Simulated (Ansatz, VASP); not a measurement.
# Nb: VASP beside Ansatz

Contents of POSCAR:

```
Nb
1.0
    0.0000000000      2.0864154149      2.0864154149
    2.0864154149      0.0000000000      2.0864154149
    2.0864154149      2.0864154149      0.0000000000
Nb
1
Direct
    0.0000000000      0.0000000000      0.0000000000
```

INCAR.step1

```
ALGO     = Normal         # electronic algorithm
EDIFF    = 1E-5           # SCF threshold, eV
ENCUT    = 520            # plane-wave cutoff, eV
GGA      = PE             # functional
ISIF     = 2              # what is computed and relaxed
ISMEAR   = -1             # smearing method
LASPH    = T              # aspherical terms in the spheres
LCHARG   = F              # write CHGCAR
LREAL    = F              # projectors in reciprocal space
LWAVE    = T              # write WAVECAR
NBANDS   = 12             # bands
NELM     = 100            # most SCF steps
PREC     = Accurate       # precision mode
SIGMA    = 0.05           # smearing width, eV
```

The input INCAR.step2:

```
ALGO     = Normal         # electronic algorithm
EDIFF    = 1E-6           # SCF threshold, eV
ENCUT    = 520            # plane-wave cutoff, eV
GGA      = PE             # functional
HFSCREEN = 0.2079         # screening, 1/A
ISIF     = 2              # what is computed and relaxed
ISMEAR   = -1             # smearing method
ISTART   = 1            
LASPH    = T              # aspherical terms in the spheres
LCHARG   = F              # write CHGCAR
LHFCALC  = T              # exact exchange
LREAL    = F              # projectors in reciprocal space
LWAVE    = F              # write WAVECAR
NBANDS   = 12             # bands
NELM     = 100            # most SCF steps
PREC     = Accurate       # precision mode
PRECFOCK = Normal       
SIGMA    = 0.05           # smearing width, eV
```

The input KPOINTS:

```
k-points
0
Gamma
  6 6 6
```

input

```
crystal:
  lattice:
    - [0.0, 2.0864154149, 2.0864154149]
    - [2.0864154149, 0.0, 2.0864154149]
    - [2.0864154149, 2.0864154149, 0.0]
  atoms:
    - { symbol: Nb, position: [0.0, 0.0, 0.0] }
hamiltonian:
  xc: hse06
  pseudopotentials: { kind: paw }
kpoints:
  mp_grid: { grid: [6, 6, 6] }
scf:
  occupations: { method: fermi_dirac, width: 0.05 }
output:
  forces: true
  stress: true
  eigenvalues: true
```

Alike in both runs: task single point; functional HSE06; k mesh 6 × 6 × 6; occupations fermi-dirac, width 0.05 eV; no spin polarisation.

```csv
,VASP,Ansatz
version,VASP 6.6.1,Ansatz 0.2.0
potentials or method,"VASP PAW PBE potentials, release 64 (Nb_sv)",Ansatz PAW
plane-wave cutoff (eV),520,420
valence electrons in the cell,13,13
```

```csv
,VASP,Ansatz,Ansatz less VASP
gap on the k mesh at the Fermi level (eV),none,none,-
pressure (GPa),5.1,5.5,+0.47
```

A gap of «none» marks a metal or a gap that the smearing closes.

The k mesh is coarse, so the values compare programs but aren't converged.
